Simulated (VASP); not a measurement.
# Al2Cu (Amm2) in VASP: single point with r2SCAN

Aim: the single point of Al2Cu with r2SCAN.

Everything below comes from runs of VASP 6.6.1. Logs are shortened: lines on timing, memory, paths and dates and some standing lists are left out, and cuts for length are marked.

## (1) The cell of the first run

The structure is orthorhombic, space group Amm2 (No. 38). The conventional cell has a = 2.851 Å, b = 5.781 Å, c = 5.781 Å, α = 90.00°, β = 90.00°, γ = 90.00°. Al (site symmetry m) has 4 Cu at 2.41 to 2.58 Å and 6 Al at 2.85 to 2.89 Å within 3.2 Å. Cu (site symmetry mm2) has 8 Al at 2.41 to 2.58 Å and 2 Cu at 2.85 Å within 3.2 Å.

## (2) Single point, r2SCAN (atom 3 (Cu) moved by (-0.150, +0.000) A along [1 1 0] and z)

The input, POSCAR:

```
Al2Cu
1.0
    4.0880282815      0.0000000000      0.0000000000
    0.0000000000      4.0880282815      0.0000000000
    0.0000000000      0.0000000000      2.8513253939
Al Cu
2 1
Direct
    0.5000000000      0.0000000000      0.5000000000
    0.0000000000      0.5000000000      0.5000000000
   -0.0259455194     -0.0259455194      0.0000000000
```

The input, INCAR.step1:

```
PREC = Accurate
ENCUT = 520
ISMEAR = 0
SIGMA = 0.15
LREAL = False
LASPH = True
NELM = 60
NBANDS = 16
GGA = PE
ALGO = Normal
EDIFF = 1E-4
LWAVE = True
LCHARG = False
```

The input, INCAR.step2:

```
PREC = Accurate
ENCUT = 520
EDIFF = 1E-6
ISMEAR = 0
SIGMA = 0.15
LREAL = False
LASPH = True
NELM = 60
ALGO = Normal
ISIF = 2
LWAVE = False
LCHARG = False
METAGGA = R2SCAN
LMIXTAU = True
NBANDS = 16
ISTART = 1
```

The input, KPOINTS:

```
Automatic mesh
0
Gamma
  12 12 16
```

Potentials or basis: VASP PAW PBE potentials, release 64 (Al, Cu).

Launch:

```sh
> cat potpaw_PBE.64/Al/POTCAR potpaw_PBE.64/Cu/POTCAR > POTCAR
> cp INCAR.step1 INCAR
> mpirun -np 1 vasp_std > vasp.out
> cp INCAR.step2 INCAR
> mpirun -np 1 vasp_std > vasp.out
```

OUTCAR:

```text
PREC = Accurate
   ENCUT = 520
   EDIFF = 1E-6
   ISMEAR = 0
   LREAL = False
   LASPH = True
   NELM = 60
   ISIF = 2
   METAGGA = R2SCAN
   ISTART = 1

 ion  position               nearest neighbor table
   1  0.500  0.000  0.500-   3 2.41   3 2.41   3 2.58   3 2.58   2 2.89   2 2.89   2 2.89   2 2.89

   2  0.000  0.500  0.500-   3 2.41   3 2.41   3 2.58   3 2.58   1 2.89   1 2.89   1 2.89   1 2.89

   3  0.974  0.974  0.000-   1 2.41   2 2.41   1 2.41   2 2.41   1 2.58   1 2.58   2 2.58   2 2.58

  LATTYP: Found a simple tetragonal cell.
 ALAT       =     4.0880282815
 C/A-ratio  =     0.6974818170

  Lattice vectors:

 A1 = (   4.0880282815,   0.0000000000,   0.0000000000)
 A2 = (   0.0000000000,   4.0880282815,   0.0000000000)
 A3 = (   0.0000000000,   0.0000000000,   2.8513253939)

Analysis of symmetry for initial positions (statically):
=====================================================================
 Subroutine PRICEL returns:
 Original cell was already a primitive cell.

 Routine SETGRP: Setting up the symmetry group for a
 simple tetragonal supercell.

 Subroutine GETGRP returns: Found  4 space group operations
 (whereof  4 operations were pure point group operations)
 out of a pool of 16 trial point group operations.

The static configuration has the point symmetry C_2v.

Analysis of symmetry for dynamics (positions and initial velocities):
=====================================================================
 Subroutine PRICEL returns:
 Original cell was already a primitive cell.

 Routine SETGRP: Setting up the symmetry group for a
 simple tetragonal supercell.

 Subroutine GETGRP returns: Found  4 space group operations
 (whereof  4 operations were pure point group operations)
 out of a pool of 16 trial point group operations.

The dynamic configuration has the point symmetry C_2v.

 Subroutine INISYM returns: Found  4 space group operations
 (whereof  4 operations are pure point group operations),
 and found     1 'primitive' translations

----------------------------------------------------------------------------------------

                                     Primitive cell

  volume of cell :      47.6513

[... 80 lines left out ...]
 SYSTEM =  unknown system
   PREC   = accura    normal or accurate (medium, high low for compatibility)
   ISTART =      1    job   : 0-new  1-cont  2-samecut
   ICHARG =      0    charge: 1-file 2-atom 10-const
   ISPIN  =      1    spin polarized calculation?
   LNONCOLLINEAR =      F non collinear calculations
   LSORBIT =      F    spin-orbit coupling
   LASPH  =      T    aspherical Exc in radial PAW
   ENCUT  =  520.0 eV  38.22 Ry    6.18 a.u.   7.60  7.60  5.30*2*pi/ulx,y,z
   NELM   =     60;   NELMIN=  2; NELMDL=  0     # of ELM steps
   EDIFF  = 0.1E-05   stopping-criterion for ELM
   LREAL  =      F    real-space projection
   EDIFFG = 0.1E-04   stopping-criterion for IOM
   NSW    =      0    number of steps for IOM
   IBRION =     -1    ionic relax: 0-MD 1-quasi-New 2-CG
   NFREE  =      0    steps in history (QN), initial steepest desc. (CG)
   ISIF   =      2    stress and relaxation
   ISYM   =      2    0-nonsym 1-usesym 2-fastsym
   POTIM  = 0.5000    time-step for ionic-motion
   TEBEG  =    0.0;   TEEND  =   0.0 temperature during run
   PSTRESS=    0.0 pullay stress
   NELECT =      17.0000    total number of electrons
   NUPDOWN=      -1.0000    fix difference up-down
   EMIN   =  10.00;   EMAX   =-10.00  energy-range for DOS
   EFERMI =   0.00;   METHOD = LEGACY
   ISMEAR =     0;   SIGMA  =   0.15  broadening in eV -4-tet -1-fermi 0-gaus
   EFERMI_NEDOS =   21; number of points for ismear=-14 and -15
   IALGO  =     38    algorithm
   IMIX   =      4    mixing-type and parameters
     AMIX     =   0.40;   BMIX     =  1.00
     AMIX_MAG =   1.60;   BMIX_MAG =  1.00
  volume/ion in A,a.u.               =      15.88       107.19
  Fermi-wavevector in a.u.,A,eV,Ry     =   1.161091  2.194144 18.342456  1.348132
  Thomas-Fermi vector in A             =   2.297667
   LORBIT       =      0    0 simple, 1 ext, 2 COOP (PROOUT), +10 PAW based schemes
   METAGGA = R2SCAN    functional components
   LHFCALC =     F    Hartree Fock is set to
   AEXX    =    0.0000 exact exchange contribution
   IVDW    =     0    specifies the selected vdW correction
   LEPSILON=     F    determine dielectric tensor
   LRPA    =     F    only Hartree local field effects (RPA)
 non-spin polarized calculation
 Gauss-broadening in eV      SIGMA  =   0.15
  energy-cutoff  :      520.00
  volume of cell :       47.65
 maximum number of plane-waves:      1312
   NGX = 15   NGY = 15   NGZ = 11

 number of electron      17.0000012 magnetization

 Free energy of the ion-electron system (eV)
  ---------------------------------------------------
  ext. energy  EPLUGINS =         0.00000000
  ---------------------------------------------------
  free energy    TOTEN  =       -24.34164101 eV

  energy without entropy =      -24.33390202  energy(sigma->0) =      -24.33777151

 E-fermi :   7.2903     XC(G=0): -11.2129

 val. band max:        7.2831068798   @ k =   0.1667   0.1667   0.4375
 cond. band min:       7.3189974864   @ k =  -0.1667   0.1667   0.4375
 fundamental gap:      0.0358906066
 Fermi energy:         7.2902926187

 k-point     1 :       0.0000    0.0000    0.0000
  band No.  band energies     occupation
      1      -3.9358      2.00000
      2       1.5986      2.00000
      3       2.0665      2.00000
      4       2.7739      2.00000
      5       3.0190      2.00000
      6       3.0426      2.00000
[... 433 lines left out ...]
      3       1.8744      2.00000
      4       2.4579      2.00000
      5       2.8789      2.00000
      6       3.0033      2.00000
[... 8 lines left out ...]
     15      18.6582      0.00000
     16      20.1655      0.00000

 [... further k-points ...]
[... 5 lines left out ...]
  --------------------------------------------------------------------------------------
  -------------------------------------------------------------------------------------
  Total        0.2463881      0.2463881      0.0853633     -0.1035731      0.0000000      0.0000000
  in kB        8.2842989      8.2842989      2.8701686     -3.4824360      0.0000000      0.0000000
  external PRESSURE =       6.4795888 kB  Pullay stress =       0.0000000 kB

 VOLUME and BASIS-vectors are now :
 -----------------------------------------------------------------------------
  energy-cutoff  :      520.00
  volume of cell :       47.65
      direct lattice vectors                 reciprocal lattice vectors
     4.088028281  0.000000000  0.000000000     0.244616703  0.000000000  0.000000000
     0.000000000  4.088028281  0.000000000     0.000000000  0.244616703  0.000000000
     0.000000000  0.000000000  2.851325394     0.000000000  0.000000000  0.350714093

 POSITION                                       TOTAL-FORCE (eV/Angst)
 -----------------------------------------------------------------------------------
      2.04401      0.00000      1.42566        -0.773812      0.027663      0.000000
      0.00000      2.04401      1.42566         0.027663     -0.773812      0.000000
      3.98196      3.98196      0.00000         0.746149      0.746149      0.000000
 -----------------------------------------------------------------------------------
    total drift:                                0.000735      0.000735      0.000012

  FREE ENERGIE OF THE ION-ELECTRON SYSTEM (eV)
  ---------------------------------------------------
  free  energy   TOTEN  =       -24.3416410087 eV

  energy  without entropy=      -24.3339020204  energy(sigma->0) =      -24.33777151
```

Run time: 9.9 min. Hardware: 1 thread of AMD EPYC 9R14 (Zen 4), shared host; peak memory 0.37 GiB.

What came out:

* Free energy: -24.3416 eV
* Pressure: 0.6 GPa
* Largest force: 1.055 eV/Å
* Band gap on the k mesh: zero (an odd number of electrons rules out a gap without spin polarisation)

Forces on the atoms (eV/Å):
```
Al  -0.774  0.028  0.000
Al   0.028 -0.774  0.000
Cu   0.746  0.746  0.000
```

Stress tensor (GPa, compression positive):
```
 0.83 -0.35  0.00
-0.35  0.83  0.00
 0.00  0.00  0.29
```

Caveat: the cell differs from its parent crystal (atom 3 (Cu) moved by (-0.150, +0.000) A along [1 1 0] and z); the PAW data sets were made with another functional, which shifts forces and pressure a little.

The gap in the log of VASP goes by the Fermi energy; the results here count the filled bands.